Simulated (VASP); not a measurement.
# ZrC in VASP: further runs

ZrC is run at these levels: PBE+D3(BJ); tasks: single point.

Program: VASP 6.6.1. These are calculated values, not measurements. Logs are shortened: lines on timing, memory, paths and dates and some standing lists are left out, and cuts for length are marked.

**1. The cell of the first run**

The cell holds a slab with vacuum, 24 atoms: a = 6.609 Å, b = 6.609 Å, c = 20.673 Å, α = 90.00°, β = 90.00°, γ = 90.00°.

**2. Single point, PBE+D3(BJ)**

INCAR

```
SYSTEM = ZrC
PREC     = Accurate       ! precision mode
ENCUT    = 520            ! plane-wave cutoff, eV
EDIFF    = 1E-6           ! SCF threshold, eV
ISMEAR   = 0              ! smearing method
SIGMA    = 0.1            ! smearing width, eV
LREAL    = Auto         
LASPH    = .True.         ! aspherical terms in the spheres
NELM     = 100            ! most SCF steps
ALGO     = Normal         ! electronic algorithm
ISIF     = 2              ! what is computed and relaxed
LWAVE    = .False.        ! write WAVECAR
LCHARG   = .False.        ! write CHGCAR
LDIPOL   = .True.       
IDIPOL   = 3            
DIPOL    = 0.5 0.5 0.497
GGA      = PE             ! functional
IVDW     = 12             ! dispersion correction
NBANDS   = 114            ! bands
```

KPOINTS

```
regular mesh
0
Gamma
  3 3 1
  0 0 0
```

POSCAR

```
ZrC
1.0
    6.6085416874      0.0000000000      0.0000000000
    0.0000000000      6.6085416874      0.0000000000
    0.0000000000      0.0000000000     20.6729446409
Zr C
12 12
Direct
    0.5000000000      0.5000000000      0.3869792204
    0.5000000000      0.0000000000      0.3869792204
    0.0000000000      0.5000000000      0.3869792204
    0.0000000000      0.0000000000      0.3869792204
    0.7500000000      0.7500000000      0.4972128781
    0.7500000000      0.2500000000      0.4972128781
    0.2500000000      0.7500000000      0.4972128781
    0.2500000000      0.2500000000      0.4972128781
    0.0000000000      0.0000000000      0.6062633640
    0.0000000000      0.5000000000      0.6062633640
    0.5000000000      0.0000000000      0.6062633640
    0.5000000000      0.5000000000      0.6062633640
    0.2500000000      0.2500000000      0.3869792204
    0.2500000000      0.7500000000      0.3869792204
    0.7500000000      0.2500000000      0.3869792204
    0.7500000000      0.7500000000      0.3869792204
    0.5000000000      0.5000000000      0.4967508185
    0.5000000000      0.0000000000      0.4967508185
    0.0000000000      0.5000000000      0.4967508185
    0.0000000000      0.0000000000      0.4967508185
    0.7500000000      0.7500000000      0.6093632692
    0.7500000000      0.2500000000      0.6093632692
    0.2500000000      0.7500000000      0.6093632692
    0.2500000000      0.2500000000      0.6093632692
```

Potentials or basis: VASP PAW PBE potentials, release 64 (Zr_sv, C).

Started as:

```sh
cat potpaw_PBE.64/Zr_sv/POTCAR potpaw_PBE.64/C/POTCAR > POTCAR
mpirun -np 1 vasp_std > vasp.out
```

OUTCAR:

```text
SYSTEM = ZrC
   PREC = Accurate
   ENCUT = 520
   EDIFF = 1E-6
   ISMEAR = 0
   LREAL = Auto
   LASPH = .True.
   NELM = 100
   ISIF = 2
   GGA = PE
   IVDW = 12
 IVDW          = 12

 ion  position               nearest neighbor table
   1  0.500  0.500  0.387-  17 2.27  14 2.34  15 2.34  16 2.34  13 2.34   6 3.26   7 3.26   8 3.26
                             5 3.26   3 3.30   2 3.30   2 3.30   3 3.30
   2  0.500  0.000  0.387-  18 2.27  14 2.34  15 2.34  16 2.34  13 2.34   6 3.26   7 3.26   8 3.26
                             5 3.26   4 3.30   1 3.30   1 3.30   4 3.30
   3  0.000  0.500  0.387-  19 2.27  14 2.34  15 2.34  16 2.34  13 2.34   6 3.26   7 3.26   8 3.26
                             5 3.26   4 3.30   1 3.30   4 3.30   1 3.30
   4  0.000  0.000  0.387-  20 2.27  14 2.34  15 2.34  16 2.34  13 2.34   6 3.26   7 3.26   8 3.26
                             5 3.26   3 3.30   2 3.30   3 3.30   2 3.30
   5  0.750  0.750  0.497-  16 2.28  21 2.32  18 2.34  19 2.34  20 2.34  17 2.34  11 3.25  12 3.25
                             9 3.25  10 3.25   3 3.26   4 3.26   1 3.26   2 3.26   6 3.30   7 3.30
   6  0.750  0.250  0.497-  15 2.28  22 2.32  18 2.34  19 2.34  20 2.34  17 2.34  11 3.25  12 3.25
                             9 3.25  10 3.25   3 3.26   4 3.26   1 3.26   2 3.26   5 3.30   8 3.30
   7  0.250  0.750  0.497-  14 2.28  23 2.32  18 2.34  19 2.34  20 2.34  17 2.34  11 3.25  12 3.25
                             9 3.25  10 3.25   3 3.26   4 3.26   1 3.26   2 3.26   5 3.30   8 3.30
   8  0.250  0.250  0.497-  13 2.28  24 2.32  18 2.34  19 2.34  20 2.34  17 2.34  11 3.25  12 3.25
                             9 3.25  10 3.25   3 3.26   4 3.26   1 3.26   2 3.26   6 3.30   7 3.30
   9  0.000  0.000  0.606-  20 2.26  21 2.34  22 2.34  23 2.34  24 2.34   6 3.25   7 3.25   8 3.25
                             5 3.25  11 3.30  10 3.30  10 3.30  11 3.30
  10  0.000  0.500  0.606-  19 2.26  21 2.34  22 2.34  23 2.34  24 2.34   6 3.25   7 3.25   8 3.25
                             5 3.25  12 3.30   9 3.30   9 3.30  12 3.30
  11  0.500  0.000  0.606-  18 2.26  21 2.34  22 2.34  23 2.34  24 2.34   6 3.25   7 3.25   8 3.25
                             5 3.25  12 3.30   9 3.30  12 3.30   9 3.30
[... 19 lines left out ...]
  Lattice vectors:

 A1 = (   6.6085416874,   0.0000000000,   0.0000000000)
 A2 = (   0.0000000000,   6.6085416874,   0.0000000000)
 A3 = (   0.0000000000,   0.0000000000,  20.6729446409)

Analysis of symmetry for initial positions (statically):
=====================================================================
 Subroutine PRICEL returns following result:

  LATTYP: Found a simple tetragonal cell.
 ALAT       =     3.3042708437
 C/A-ratio  =     6.2564316361

  Lattice vectors:

 A1 = (   3.3042708437,   0.0000000000,   0.0000000000)
 A2 = (   0.0000000000,   3.3042708437,   0.0000000000)
 A3 = (   0.0000000000,   0.0000000000,  20.6729446409)

   4 primitive cells build up your supercell.

 Routine SETGRP: Setting up the symmetry group for a
 simple tetragonal supercell.

 Subroutine GETGRP returns: Found  8 space group operations
 (whereof  8 operations were pure point group operations)
 out of a pool of 16 trial point group operations.

The static configuration has the point symmetry C_4v.

Analysis of symmetry for dynamics (positions and initial velocities):
=====================================================================
 Subroutine PRICEL returns following result:

  LATTYP: Found a simple tetragonal cell.
 ALAT       =     3.3042708437
 C/A-ratio  =     6.2564316361

  Lattice vectors:

 A1 = (   3.3042708437,   0.0000000000,   0.0000000000)
 A2 = (   0.0000000000,   3.3042708437,   0.0000000000)
 A3 = (   0.0000000000,   0.0000000000,  20.6729446409)

   4 primitive cells build up your supercell.

 Routine SETGRP: Setting up the symmetry group for a
 simple tetragonal supercell.

 Subroutine GETGRP returns: Found  8 space group operations
 (whereof  8 operations were pure point group operations)
 out of a pool of 16 trial point group operations.

The dynamic configuration has the point symmetry C_4v.

 Subroutine INISYM returns: Found  8 space group operations
 (whereof  8 operations are pure point group operations),
 and found     4 'primitive' translations

----------------------------------------------------------------------------------------

                                     Primitive cell

  volume of cell :     225.7115

  direct lattice vectors                    reciprocal lattice vectors
     3.304270844  0.000000000  0.000000000     0.302638630  0.000000000  0.000000000
     0.000000000  3.304270844  0.000000000     0.000000000  0.302638630  0.000000000
     0.000000000  0.000000000 20.672944641     0.000000000  0.000000000  0.048372403

  length of vectors
     3.304270844  3.304270844 20.672944641     0.302638630  0.302638630  0.048372403

  position of ions in fractional coordinates (direct lattice)
     0.000000000  0.000000000  0.386979220
     0.500000000  0.500000000  0.497212878
     0.000000000  0.000000000  0.606263364
     0.500000000  0.500000000  0.386979220
     0.000000000  0.000000000  0.496750818
     0.500000000  0.500000000  0.609363269

  ion indices of the primitive-cell ions
   primitive index   ion index
                 1           1
                 2           5
                 3          12
                 4          13
                 5          17
                 6          21

----------------------------------------------------------------------------------------

 KPOINTS: regular mesh

Automatic generation of k-mesh.
 Grid dimensions read from file:
 generate k-points for:    3    3    1

 Generating k-lattice:

  Cartesian coordinates                     Fractional coordinates (reciprocal lattice)
     0.050439772  0.000000000  0.000000000     0.333333333  0.000000000  0.000000000
     0.000000000  0.050439772  0.000000000     0.000000000  0.333333333  0.000000000
     0.000000000  0.000000000  0.048372403     0.000000000  0.000000000  1.000000000

  Length of vectors
     0.050439772  0.050439772  0.048372403

  Shift w.r.t. Gamma in fractional coordinates (k-lattice)
     0.000000000  0.000000000  0.000000000

 Subroutine IBZKPT returns following result:
 ===========================================

 Found      3 irreducible k-points:

 Following reciprocal coordinates:
            Coordinates               Weight
  0.000000  0.000000  0.000000      1.000000
  0.333333  0.000000  0.000000      4.000000
  0.333333  0.333333  0.000000      4.000000
   k-points           NKPTS =      3   k-points in BZ     NKDIM =      3   number of bands    NBANDS=    114
   number of dos      NEDOS =    301   number of ions     NIONS =     24
   total plane-waves  NPLWV = 400000
   dimension x,y,z NGX =    50 NGY =   50 NGZ =  160
   dimension x,y,z NGXF=   100 NGYF=  100 NGZF=  320
   ions per type =              12  12
   NGX,Y,Z   is equivalent  to a cutoff of  12.58, 12.58, 12.87 a.u.
   NGXF,Y,Z  is equivalent  to a cutoff of  25.16, 25.16, 25.73 a.u.
 SYSTEM =  ZrC
   PREC   = accura    normal or accurate (medium, high low for compatibility)
   ISTART =      0    job   : 0-new  1-cont  2-samecut
   ICHARG =      2    charge: 1-file 2-atom 10-const
   ISPIN  =      1    spin polarized calculation?
   LNONCOLLINEAR =      F non collinear calculations
   LSORBIT =      F    spin-orbit coupling
   LASPH  =      T    aspherical Exc in radial PAW
   ENCUT  =  520.0 eV  38.22 Ry    6.18 a.u.  12.29 12.29 38.44*2*pi/ulx,y,z
   NELM   =    100;   NELMIN=  2; NELMDL= -5     # of ELM steps
   EDIFF  = 0.1E-05   stopping-criterion for ELM
   LREAL  =      T    real-space projection
   EDIFFG = 0.1E-04   stopping-criterion for IOM
   NSW    =      0    number of steps for IOM
   IBRION =     -1    ionic relax: 0-MD 1-quasi-New 2-CG
   NFREE  =      0    steps in history (QN), initial steepest desc. (CG)
   ISIF   =      2    stress and relaxation
   ISYM   =      2    0-nonsym 1-usesym 2-fastsym
   POTIM  = 0.5000    time-step for ionic-motion
   TEBEG  =    0.0;   TEEND  =   0.0 temperature during run
   PSTRESS=    0.0 pullay stress
   NELECT =     192.0000    total number of electrons
   NUPDOWN=      -1.0000    fix difference up-down
   EMIN   =  10.00;   EMAX   =-10.00  energy-range for DOS
   EFERMI =   0.00;   METHOD = LEGACY
   ISMEAR =     0;   SIGMA  =   0.10  broadening in eV -4-tet -1-fermi 0-gaus
   EFERMI_NEDOS =   21; number of points for ismear=-14 and -15
   IALGO  =     38    algorithm
   IMIX   =      4    mixing-type and parameters
     AMIX     =   0.40;   BMIX     =  1.00
     AMIX_MAG =   1.60;   BMIX_MAG =  1.00
  volume/ion in A,a.u.               =      37.62       253.86
  Fermi-wavevector in a.u.,A,eV,Ry     =   0.977171  1.846586 12.991710  0.954864
  Thomas-Fermi vector in A             =   2.107848
   LORBIT       =      0    0 simple, 1 ext, 2 COOP (PROOUT), +10 PAW based schemes
   GGA     = PE    functional components
   LHFCALC =     F    Hartree Fock is set to
   AEXX    =    0.0000 exact exchange contribution
   IVDW    =    12    specifies the selected vdW correction
   LEPSILON=     F    determine dielectric tensor
   LRPA    =     F    only Hartree local field effects (RPA)
 non-spin polarized calculation
 Gauss-broadening in eV      SIGMA  =   0.10
  energy-cutoff  :      520.00
  volume of cell :      902.85
 maximum number of plane-waves:     24365
 NGX is ok and might be reduce to    50
   NGX = 25   NGY = 25   NGZ = 77

 dipolmoment           0.000000      0.000000     -0.197983 electrons x Angstroem

 number of electron     191.9999995 magnetization

 dipolmoment           0.000000      0.000000      0.050623 electrons x Angstroem

 Free energy of the ion-electron system (eV)
  ---------------------------------------------------
  ext. energy  EPLUGINS =         0.00000000
  ---------------------------------------------------
  free energy    TOTEN  =      -224.64955495 eV

  energy without entropy =     -224.61163854  energy(sigma->0) =     -224.63059674

 E-fermi :   1.0166     XC(G=0):  -4.9911

 val. band max:        0.9518502560   @ k =   0.0000   0.0000   0.0000
 cond. band min:       1.0424158218   @ k =   0.0000   0.0000   0.0000
 fundamental gap:      0.0905655657
 Fermi energy:         1.0166407956

 k-point     1 :       0.0000    0.0000    0.0000
  band No.  band energies     occupation
      1     -47.3225      2.00000
      2     -47.2816      2.00000
      3     -47.2816      2.00000
      4     -47.2468      2.00000
      5     -47.2313      2.00000
      6     -47.1885      2.00000
[... 322 lines left out ...]
    107       3.5890      0.00000
    108       3.6288      0.00000
 [bands above 108 left out]

------------------------ aborting loop because EDIFF is reached ----------------------------------------

 vacuum level on the upper side and lower side of the slab       (xc-potential included)         0.017        -0.185

 Edisp (eV)   -6.59506

 E8    (eV) :    -3.1663

  FORCE on cell =-STRESS in cart. coord.  units (eV):
  Direction    XX          YY          ZZ          XY          YZ          ZX
  --------------------------------------------------------------------------------------
  -------------------------------------------------------------------------------------
  Total     -10.30557   -10.30557     0.12092     0.00000     0.00000     0.00000
  in kB     -18.28811   -18.28811     0.21458     0.00000     0.00000     0.00000
  external pressure =      -12.12 kB  Pullay stress =        0.00 kB

 VOLUME and BASIS-vectors are now :
 -----------------------------------------------------------------------------
  energy-cutoff  :      520.00
  volume of cell :      902.85
      direct lattice vectors                 reciprocal lattice vectors
     6.608541687  0.000000000  0.000000000     0.151319315  0.000000000  0.000000000
     0.000000000  6.608541687  0.000000000     0.000000000  0.151319315  0.000000000
     0.000000000  0.000000000 20.672944641     0.000000000  0.000000000  0.048372403

 POSITION                                       TOTAL-FORCE (eV/Angst)
 -----------------------------------------------------------------------------------
      3.30427      3.30427      8.00000         0.000000     -0.000000      0.480208
      3.30427      0.00000      8.00000        -0.000000      0.000000      0.480208
      0.00000      3.30427      8.00000         0.000000     -0.000000      0.480208
      0.00000      0.00000      8.00000         0.000000      0.000000      0.480208
      4.95641      4.95641     10.27885         0.000000     -0.000000     -0.003152
      4.95641      1.65214     10.27885         0.000000     -0.000000     -0.003152
[... 16 lines left out ...]
      1.65214      4.95641     12.59733         0.000000     -0.000000      0.016708
      1.65214      1.65214     12.59733         0.000000     -0.000000      0.016708
 -----------------------------------------------------------------------------------
    total drift:                                0.000000      0.000000     -0.037591

  FREE ENERGIE OF THE ION-ELECTRON SYSTEM (eV)
  ---------------------------------------------------
  free  energy   TOTEN  =      -231.2446185149 eV

  energy  without entropy=     -231.2067021006  energy(sigma->0) =     -231.22566031

 vacuum level on the upper side and lower side of the slab         4.644         4.436
```

Wall time 39 min (1 thread of AMD EPYC, shared host); peak memory 0.82 GiB.

What came out:

```
Free energy                : -231.2446 eV
Largest force              : 0.497 eV/Å
Band gap on the k mesh     : zero (filled and empty bands touch)
Dispersion energy per atom : -0.275 eV
```

Forces on the atoms (eV/Å):
```
Zr   0.000  0.000  0.480
Zr   0.000  0.000  0.480
Zr   0.000  0.000  0.480
Zr   0.000  0.000  0.480
Zr   0.000  0.000 -0.003
Zr   0.000  0.000 -0.003
Zr   0.000  0.000 -0.003
Zr   0.000  0.000 -0.003
Zr   0.000  0.000  0.006
Zr   0.000  0.000  0.006
Zr   0.000  0.000  0.006
Zr   0.000  0.000  0.006
C    0.000  0.000 -0.497
C    0.000  0.000 -0.497
C    0.000  0.000 -0.497
C    0.000  0.000 -0.497
C    0.000  0.000 -0.002
C    0.000  0.000 -0.002
C    0.000  0.000 -0.002
C    0.000  0.000 -0.002
C    0.000  0.000  0.017
C    0.000  0.000  0.017
C    0.000  0.000  0.017
C    0.000  0.000  0.017
```

Levels at points of the mesh, in eV from the Fermi level:
| k point | band 92 | band 93 | band 94 | band 95 | band 96 | band 97 | band 98 | band 99 | band 100 | band 101 |
| --- | --- | --- | --- | --- | --- | --- | --- | --- | --- | --- |
| (0.00, 0.00, 0.00) | -0.28 | -0.28 | -0.06 | -0.06 | 0.03 | 0.03 | 0.41 | 0.67 | 0.90 | 0.90 |

**3. Single point, PBE+D3(BJ)**

INCAR is that of step 2.

KPOINTS is that of step 2.

POSCAR

```
ZrC
1.0
    6.6085416879      0.0000000000      0.0000000000
    0.0000000000      6.6085416879      0.0000000000
    0.0000000000      0.0000000000     20.6729446412
Zr C
12 12
Direct
    0.5000000000      0.5000000000      0.3869792204
    0.5000000000      0.0000000000      0.3869792204
    0.0000000000      0.5000000000      0.3869792204
    0.0000000000      0.0000000000      0.3869792204
    0.7500000000      0.7500000000      0.4972128767
    0.7500000000      0.2500000000      0.4972128767
    0.2500000000      0.7500000000      0.4972128767
    0.2500000000      0.2500000000      0.4972128767
    0.0000000000      0.0000000000      0.6062633614
    0.0000000000      0.5000000000      0.6062633614
    0.5000000000      0.0000000000      0.6062633614
    0.5000000000      0.5000000000      0.6062633614
    0.2500000000      0.2500000000      0.3869792204
    0.2500000000      0.7500000000      0.3869792204
    0.7500000000      0.2500000000      0.3869792204
    0.7500000000      0.7500000000      0.3869792204
    0.5000000000      0.5000000000      0.4967508175
    0.5000000000      0.0000000000      0.4967508175
    0.0000000000      0.5000000000      0.4967508175
    0.0000000000      0.0000000000      0.4967508175
    0.7500000000      0.7500000000      0.6093632634
    0.7500000000      0.2500000000      0.6093632634
    0.2500000000      0.7500000000      0.6093632634
    0.2500000000      0.2500000000      0.6093632634
```

Potentials or basis: VASP PAW PBE potentials, release 64 (Zr_sv, C).

Started as:

```sh
cat potpaw_PBE.64/Zr_sv/POTCAR potpaw_PBE.64/C/POTCAR > POTCAR
mpirun -np 1 vasp_std > vasp.out
```

It took 14 min on 1 thread of Intel Xeon Platinum 8259CL at 2.50GHz (Skylake/Cascade Lake), shared host; peak memory 0.85 GiB.

Results (log left out):

- Free energy: -231.2446 eV
- Largest force: 0.497 eV/Å
- Band gap on the k mesh: zero (filled and empty bands touch)
- Dispersion energy per atom: -0.275 eV

Forces on the atoms (eV/Å):
```
Zr   0.000  0.000  0.480
Zr   0.000  0.000  0.480
Zr   0.000  0.000  0.480
Zr   0.000  0.000  0.480
Zr   0.000  0.000 -0.003
Zr   0.000  0.000 -0.003
Zr   0.000  0.000 -0.003
Zr   0.000  0.000 -0.003
Zr   0.000  0.000  0.006
Zr   0.000  0.000  0.006
Zr   0.000  0.000  0.006
Zr   0.000  0.000  0.006
C    0.000  0.000 -0.497
C    0.000  0.000 -0.497
C    0.000  0.000 -0.497
C    0.000  0.000 -0.497
C    0.000  0.000 -0.002
C    0.000  0.000 -0.002
C    0.000  0.000 -0.002
C    0.000  0.000 -0.002
C    0.000  0.000  0.017
C    0.000  0.000  0.017
C    0.000  0.000  0.017
C    0.000  0.000  0.017
```

Levels at points of the mesh, in eV from the Fermi level:
```
           k point  band 92  band 93  band 94  band 95  band 96  band 97  band 98  band 99  band 100  band 101
(0.00, 0.00, 0.00)    -0.28    -0.28    -0.06    -0.06     0.03     0.03     0.41     0.67      0.90      0.90
```
